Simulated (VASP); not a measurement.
# BaTiO3 (Pm) in VASP: single point with PBE+U

Aim: the single point of BaTiO3 with PBE+U.

Program: VASP 6.6.1. These are calculated values, not measurements. Logs are shortened: lines on timing, memory, paths and dates and some standing lists are left out, and cuts for length are marked.

## 1. The cell of the first run

Symmetry: Pm, No. 6, monoclinic system. Conventional cell: a = 4.072 Å, b = 4.008 Å, c = 4.072 Å, α = 90.00°, β = 90.25°, γ = 90.00°. Ba (site symmetry m) has 12 O at 2.65 to 3.10 Å and 8 Ti at 3.46 to 3.57 Å within 3.6 Å. Ti (site symmetry m) has 6 O at 1.89 to 2.19 Å within 2.5 Å. O (site symmetry m) has 2 Ti at 2.02 Å and 6 O at 2.62 to 2.90 Å and 2 Ba at 2.65 to 2.77 Å within 2.9 Å. Within 2.5 Å of O (site symmetry m) lie 2 Ti at 1.89 to 2.19 Å. O (site symmetry m) has 2 Ti at 1.89 to 2.19 Å within 2.5 Å.

## 2. Single point, PBE+U (atom 3 (O) moved by (-0.225, +0.225) A along y and z)

The input, INCAR:

```
SYSTEM = BaTiO3
PREC = Accurate
ENCUT = 520
EDIFF = 1E-7
ISMEAR = 0
SIGMA = 0.05
LREAL = .FALSE.
LASPH = .TRUE.
NELM = 150
ALGO = Normal
ISIF = 2
LWAVE = .FALSE.
LCHARG = .FALSE.
LMAXMIX = 4
LDAU = .TRUE.
LDAUTYPE = 2
LDAUL = -1 2 -1
LDAUU = 0 4 0
LDAUJ = 0 0 0
LDAUPRINT = 1
GGA = PE
NBANDS = 28
```

The input, KPOINTS:

```
Automatic mesh
0
G
  6 6 6
  0 0 0
```

The input, POSCAR:

```
BaTiO3
1.0
    4.0082194129      0.0000000000      0.0000000000
    0.0000000000      2.8732814832      2.8859184405
    0.0000000000     -2.8732814832      2.8859184405
Ba Ti O
1 1 3
Direct
    0.0000000000      0.0080771898      0.0080771898
    0.5000000000      0.5197092923      0.5197092923
    0.0000000000      0.4914553781      0.5697630557
    0.5000000000      0.4938075436      0.9829991481
    0.5000000000      0.9829991481      0.4938075436
```

Potentials or basis: VASP PAW PBE potentials, release 64 (Ba_sv, Ti_sv, O).

The run is started by

```console
> cat potpaw_PBE.64/Ba_sv/POTCAR potpaw_PBE.64/Ti_sv/POTCAR potpaw_PBE.64/O/POTCAR > POTCAR
> mpirun -np 1 vasp_std > vasp.out
```

OUTCAR:

```text
SYSTEM = BaTiO3
   PREC = Accurate
   ENCUT = 520
   EDIFF = 1E-7
   ISMEAR = 0
   LREAL = .FALSE.
   LASPH = .TRUE.
   NELM = 150
   ISIF = 2
   GGA = PE

 ion  position               nearest neighbor table
   1  0.000  0.008  0.008-   3 2.65   3 2.77   5 2.82   4 2.82   4 2.82   5 2.82   5 2.90   4 2.90
                             5 2.90   4 2.90   3 3.02   3 3.10   2 3.46   2 3.46   2 3.50   2 3.50
   2  0.500  0.520  0.520-   4 1.89   5 1.89   3 2.02   3 2.02   5 2.19   4 2.19   1 3.46   1 3.46
                             1 3.50   1 3.50   1 3.50   1 3.50   1 3.57   1 3.57
   3  0.000  0.491  0.570-   2 2.02   2 2.02   1 2.65   1 2.77   1 3.02   1 3.10
   4  0.500  0.494  0.983-   2 1.89   2 2.19   1 2.82   1 2.82   1 2.90   1 2.90
   5  0.500  0.983  0.494-   2 1.89   2 2.19   1 2.82   1 2.82   1 2.90   1 2.90

  LATTYP: Found a base centered orthorhombic cell.
 ALAT       =     5.7465629664
 B/A-ratio  =     1.0043980923
 C/A-ratio  =     0.6974985633

  Lattice vectors:

 A1 = (   0.0000000000,   2.8732814832,  -2.8859184405)
 A2 = (   0.0000000000,   2.8732814832,   2.8859184405)
 A3 = (   4.0082194129,   0.0000000000,   0.0000000000)

Analysis of symmetry for initial positions (statically):
=====================================================================
 Subroutine PRICEL returns:
 Original cell was already a primitive cell.

 Routine SETGRP: Setting up the symmetry group for a
 base centered orthorhombic supercell.

 Subroutine GETGRP returns: Found  2 space group operations
 (whereof  2 operations were pure point group operations)
 out of a pool of  8 trial point group operations.

The static configuration has the point symmetry C_1h.

Analysis of symmetry for dynamics (positions and initial velocities):
=====================================================================
 Subroutine PRICEL returns:
 Original cell was already a primitive cell.

 Routine SETGRP: Setting up the symmetry group for a
 base centered orthorhombic supercell.

 Subroutine GETGRP returns: Found  2 space group operations
 (whereof  2 operations were pure point group operations)
 out of a pool of  8 trial point group operations.

The dynamic configuration has the point symmetry C_1h.

 Subroutine INISYM returns: Found  2 space group operations
 (whereof  2 operations are pure point group operations),
 and found     1 'primitive' translations

----------------------------------------------------------------------------------------

                                     Primitive cell

  volume of cell :      66.4728

  direct lattice vectors                    reciprocal lattice vectors
     4.008219413  0.000000000  0.000000000     0.249487340  0.000000000  0.000000000
     0.000000000  2.873281483  2.885918440     0.000000000  0.174017061  0.173255070
     0.000000000 -2.873281483  2.885918440     0.000000000 -0.174017061  0.173255070

  length of vectors
     4.008219413  4.072379124  4.072379124     0.249487340  0.245559070  0.245559070

  position of ions in fractional coordinates (direct lattice)
     0.000000000  0.008077190  0.008077190
     0.500000000  0.519709292  0.519709292
     0.000000000  0.491455378  0.569763056
     0.500000000  0.493807544  0.982999148
     0.500000000  0.982999148  0.493807544

  ion indices of the primitive-cell ions
   primitive index   ion index
                 1           1
                 2           2
                 3           3
                 4           4
                 5           5

----------------------------------------------------------------------------------------

 KPOINTS: Automatic mesh

Automatic generation of k-mesh.
 Grid dimensions read from file:
 generate k-points for:    6    6    6

 Generating k-lattice:

  Cartesian coordinates                     Fractional coordinates (reciprocal lattice)
     0.041581223  0.000000000  0.000000000     0.166666667  0.000000000  0.000000000
     0.000000000  0.029002844  0.028875845     0.000000000  0.166666667  0.000000000
     0.000000000 -0.029002844  0.028875845     0.000000000  0.000000000  0.166666667

  Length of vectors
     0.041581223  0.040926512  0.040926512

  Shift w.r.t. Gamma in fractional coordinates (k-lattice)
     0.000000000  0.000000000  0.000000000

 Subroutine IBZKPT returns following result:
 ===========================================

 Found     80 irreducible k-points:

 Following reciprocal coordinates:
            Coordinates               Weight
  0.000000  0.000000  0.000000      1.000000
  0.166667  0.000000  0.000000      2.000000
  0.333333  0.000000  0.000000      2.000000
  0.500000  0.000000  0.000000      1.000000
  0.000000  0.166667 -0.000000      2.000000
  0.000000  0.000000 -0.166667      2.000000
[... 16 lines left out ...]
  0.166667  0.500000  0.000000      2.000000
 -0.166667  0.000000  0.500000      2.000000
 [... further k-points ...]
   k-points           NKPTS =     80   k-points in BZ     NKDIM =     80   number of bands    NBANDS=     28
   number of dos      NEDOS =    301   number of ions     NIONS =      5
   total plane-waves  NPLWV =  27000
   dimension x,y,z NGX =    30 NGY =   30 NGZ =   30
   dimension x,y,z NGXF=    60 NGYF=   60 NGZF=   60
   ions per type =               1   1   3
   NGX,Y,Z   is equivalent  to a cutoff of  12.44, 12.25, 12.25 a.u.
   NGXF,Y,Z  is equivalent  to a cutoff of  24.89, 24.49, 24.49 a.u.
 SYSTEM =  BaTiO3
   PREC   = accura    normal or accurate (medium, high low for compatibility)
   ISTART =      0    job   : 0-new  1-cont  2-samecut
   ICHARG =      2    charge: 1-file 2-atom 10-const
   ISPIN  =      1    spin polarized calculation?
   LNONCOLLINEAR =      F non collinear calculations
   LSORBIT =      F    spin-orbit coupling
   LASPH  =      T    aspherical Exc in radial PAW
   ENCUT  =  520.0 eV  38.22 Ry    6.18 a.u.   7.45  7.57  7.57*2*pi/ulx,y,z
   NELM   =    150;   NELMIN=  2; NELMDL= -5     # of ELM steps
   EDIFF  = 0.1E-06   stopping-criterion for ELM
   LREAL  =      F    real-space projection
   EDIFFG = 0.1E-05   stopping-criterion for IOM
   NSW    =      0    number of steps for IOM
   IBRION =     -1    ionic relax: 0-MD 1-quasi-New 2-CG
   NFREE  =      0    steps in history (QN), initial steepest desc. (CG)
   ISIF   =      2    stress and relaxation
   ISYM   =      2    0-nonsym 1-usesym 2-fastsym
   POTIM  = 0.5000    time-step for ionic-motion
   TEBEG  =    0.0;   TEEND  =   0.0 temperature during run
   PSTRESS=    0.0 pullay stress
   NELECT =      40.0000    total number of electrons
   NUPDOWN=      -1.0000    fix difference up-down
   EMIN   =  10.00;   EMAX   =-10.00  energy-range for DOS
   EFERMI =   0.00;   METHOD = LEGACY
   ISMEAR =     0;   SIGMA  =   0.05  broadening in eV -4-tet -1-fermi 0-gaus
   EFERMI_NEDOS =   21; number of points for ismear=-14 and -15
   IALGO  =     38    algorithm
   IMIX   =      4    mixing-type and parameters
     AMIX     =   0.40;   BMIX     =  1.00
     AMIX_MAG =   1.60;   BMIX_MAG =  1.00
  volume/ion in A,a.u.               =      13.29        89.72
  Fermi-wavevector in a.u.,A,eV,Ry     =   1.382124  2.611835 25.990747  1.910266
  Thomas-Fermi vector in A             =   2.506844
   LORBIT       =      0    0 simple, 1 ext, 2 COOP (PROOUT), +10 PAW based schemes
 LDA+U is selected, type is set to LDAUTYPE =  2
   angular momentum for each species LDAUL =    -1    2   -1
   U (eV)           for each species LDAUU =   0.0  4.0  0.0
   J (eV)           for each species LDAUJ =   0.0  0.0  0.0
   GGA     = PE    functional components
   LHFCALC =     F    Hartree Fock is set to
   AEXX    =    0.0000 exact exchange contribution
   IVDW    =     0    specifies the selected vdW correction
   LEPSILON=     F    determine dielectric tensor
   LRPA    =     F    only Hartree local field effects (RPA)
 non-spin polarized calculation
 Gauss-broadening in eV      SIGMA  =   0.05
  energy-cutoff  :      520.00
  volume of cell :       66.47
 maximum number of plane-waves:      1811
 NGX is ok and might be reduce to    30
   NGX = 15   NGY = 15   NGZ = 15

atom =   2  type =  2  l = 2

 onsite density matrix

spin component  1

  0.1067  0.0000  0.0000  0.0036  0.0000
  0.0000  0.2434 -0.0016  0.0000  0.0009
  0.0000 -0.0016  0.1394  0.0000 -0.0492
  0.0036  0.0000  0.0000  0.1011  0.0000
  0.0000  0.0009 -0.0492  0.0000  0.2133

spin component  2

  0.1067  0.0000  0.0000  0.0036  0.0000
  0.0000  0.2434 -0.0016  0.0000  0.0009
  0.0000 -0.0016  0.1394  0.0000 -0.0492
  0.0036  0.0000  0.0000  0.1011  0.0000
  0.0000  0.0009 -0.0492  0.0000  0.2133

 occupancies and eigenvectors

  o =  0.0994  v = -0.4430  0.0000  0.0000  0.8965  0.0000  0.0000  0.0000  0.0000  0.0000  0.0000      0.0000  0.0000  0.0000  0.0000  0.0000  0.0000  0.0000  0.0000  0.0000  0.0000
  o =  0.0994  v =  0.0000  0.0000  0.0000  0.0000  0.0000 -0.4430  0.0000  0.0000  0.8965  0.0000      0.0000  0.0000  0.0000  0.0000  0.0000  0.0000  0.0000  0.0000  0.0000  0.0000
  o =  0.1084  v =  0.0000  0.0000  0.0000  0.0000  0.0000 -0.8965  0.0000  0.0000 -0.4430  0.0000      0.0000  0.0000  0.0000  0.0000  0.0000  0.0000  0.0000  0.0000  0.0000  0.0000
  o =  0.1084  v = -0.8965  0.0000  0.0000 -0.4430  0.0000  0.0000  0.0000  0.0000  0.0000  0.0000      0.0000  0.0000  0.0000  0.0000  0.0000  0.0000  0.0000  0.0000  0.0000  0.0000
  o =  0.1148  v =  0.0000  0.0079  0.8945 -0.0000  0.4470  0.0000  0.0000  0.0000  0.0000  0.0000      0.0000  0.0000  0.0000  0.0000  0.0000  0.0000  0.0000  0.0000  0.0000  0.0000
  o =  0.1148  v =  0.0000  0.0000  0.0000  0.0000  0.0000  0.0000  0.0079  0.8945 -0.0000  0.4470      0.0000  0.0000  0.0000  0.0000  0.0000  0.0000  0.0000  0.0000  0.0000  0.0000
  o =  0.2375  v =  0.0000 -0.2515 -0.4309  0.0000  0.8666  0.0000  0.0000  0.0000  0.0000  0.0000      0.0000  0.0000  0.0000  0.0000  0.0000  0.0000  0.0000  0.0000  0.0000  0.0000
  o =  0.2375  v =  0.0000  0.0000  0.0000  0.0000  0.0000  0.0000 -0.2515 -0.4309  0.0000  0.8666      0.0000  0.0000  0.0000  0.0000  0.0000  0.0000  0.0000  0.0000  0.0000  0.0000
  o =  0.2438  v =  0.0000  0.0000  0.0000  0.0000  0.0000  0.0000 -0.9678  0.1193  0.0000 -0.2216      0.0000  0.0000  0.0000  0.0000  0.0000  0.0000  0.0000  0.0000  0.0000  0.0000
  o =  0.2438  v =  0.0000 -0.9678  0.1193  0.0000 -0.2216  0.0000  0.0000  0.0000  0.0000  0.0000      0.0000  0.0000  0.0000  0.0000  0.0000  0.0000  0.0000  0.0000  0.0000  0.0000

 number of electron      39.9999989 magnetization

 Free energy of the ion-electron system (eV)
  ---------------------------------------------------
  ext. energy  EPLUGINS =         0.00000000
  ---------------------------------------------------
  free energy    TOTEN  =       -37.04119597 eV

  energy without entropy =      -37.04119597  energy(sigma->0) =      -37.04119597

 E-fermi :   4.0916     XC(G=0): -11.0592

 val. band max:        3.8356527520   @ k =   0.5000   0.5000   0.5000
 cond. band min:       6.0404130786   @ k =   0.0000   0.0000   0.0000
 fundamental gap:      2.2047603266
 Fermi energy:         4.0915932660

 k-point     1 :       0.0000    0.0000    0.0000
  band No.  band energies     occupation
      1     -53.9905      2.00000
      2     -30.1850      2.00000
      3     -30.1688      2.00000
      4     -30.1389      2.00000
      5     -21.2065      2.00000
      6     -13.1769      2.00000
[... 20 lines left out ...]
     27       8.9335      0.00000
     28      10.4551      0.00000

 k-point     2 :       0.1667    0.0000    0.0000
  band No.  band energies     occupation
      1     -53.9903      2.00000
      2     -30.1846      2.00000
      3     -30.1684      2.00000
      4     -30.1493      2.00000
      5     -21.1802      2.00000
      6     -13.1834      2.00000
[... 20 lines left out ...]
     27       9.4311      0.00000
     28      11.1207      0.00000

 k-point     3 :       0.3333    0.0000    0.0000
  band No.  band energies     occupation
      1     -53.9898      2.00000
      2     -30.1838      2.00000
      3     -30.1704      2.00000
      4     -30.1672      2.00000
      5     -21.1267      2.00000
      6     -13.2640      2.00000
[... 616 lines left out ...]
      3     -30.1765      2.00000
      4     -30.1478      2.00000
      5     -21.0894      2.00000
      6     -13.2372      2.00000
[... 20 lines left out ...]
     27      11.4706      0.00000
     28      12.1054      0.00000

 k-point    24 :      -0.1667    0.0000    0.5000
  band No.  band energies     occupation
      1     -53.9896      2.00000
      2     -30.2158      2.00000
      3     -30.1708      2.00000
      4     -30.1478      2.00000
      5     -21.0933      2.00000
      6     -13.2319      2.00000
[... 20 lines left out ...]
     27      11.5571      0.00000
     28      12.1268      0.00000

 [... further k-points ...]

------------------------ aborting loop because EDIFF is reached ----------------------------------------

  FORCE on cell =-STRESS in cart. coord.  units (eV):
  Direction    XX          YY          ZZ          XY          YZ          ZX
  --------------------------------------------------------------------------------------
  -------------------------------------------------------------------------------------
  Total        1.9080736      2.0240741      1.2648420      0.0000000     -0.0608795      0.0000000
  in kB       45.9898502     48.7857826     30.4861893      0.0000000     -1.4673634      0.0000000
  external PRESSURE =      41.7539407 kB  Pullay stress =       0.0000000 kB

 VOLUME and BASIS-vectors are now :
 -----------------------------------------------------------------------------
  energy-cutoff  :      520.00
  volume of cell :       66.47
      direct lattice vectors                 reciprocal lattice vectors
     4.008219413  0.000000000  0.000000000     0.249487340  0.000000000  0.000000000
     0.000000000  2.873281483  2.885918440     0.000000000  0.174017061  0.173255070
     0.000000000 -2.873281483  2.885918440     0.000000000 -0.174017061  0.173255070

 POSITION                                       TOTAL-FORCE (eV/Angst)
 -----------------------------------------------------------------------------------
      0.00000      0.00000      0.04662         0.000000     -0.180024      0.051998
      2.00411      0.00000      2.99968         0.000000     -0.297614     -0.301612
      0.00000     -0.22500      3.06259         0.000000      1.258088     -1.150542
      2.00411     -1.40559      4.26194         0.000000     -1.207320      1.209089
      2.00411      1.40559      4.26194         0.000000      0.426869      0.191066
 -----------------------------------------------------------------------------------
    total drift:                                0.000000     -0.000056     -0.000335

  FREE ENERGIE OF THE ION-ELECTRON SYSTEM (eV)
  ---------------------------------------------------
  free  energy   TOTEN  =       -37.0411959686 eV

  energy  without entropy=      -37.0411959686  energy(sigma->0) =      -37.04119597
```

It took 75 s on 1 thread of Intel Xeon 6975P-C (Granite Rapids), shared host; peak memory 0.27 GiB.

Results:

- Free energy: -37.0412 eV
- Pressure: 4.2 GPa
- Largest force: 1.709 eV/Å
- Band gap on the k mesh: 2.20 eV (least direct gap 2.55 eV)

Forces in eV/Å, atoms in the order of the input:
```
Ba   0.000 -0.180  0.052
Ti   0.000 -0.298 -0.302
O    0.000  1.258 -1.151
O    0.000 -1.207  1.209
O    0.000  0.427  0.191
```

Eigenvalues of the final occupation matrices:
```tsv
site	spin	trace	eigenvalues
site 2 d	1	0.80	0.10 0.11 0.11 0.24 0.24
site 2 d	2	0.80	0.10 0.11 0.11 0.24 0.24
```

Caveat: the cell differs from its parent crystal (atom 3 (O) moved by (-0.225, +0.225) A along y and z); the cell stands under pressure; spin-orbit coupling is left out, which moves the levels of the heavy elements; forces of over 1 eV/Å act on the atoms, so gaps and moduli don't describe the material at rest.
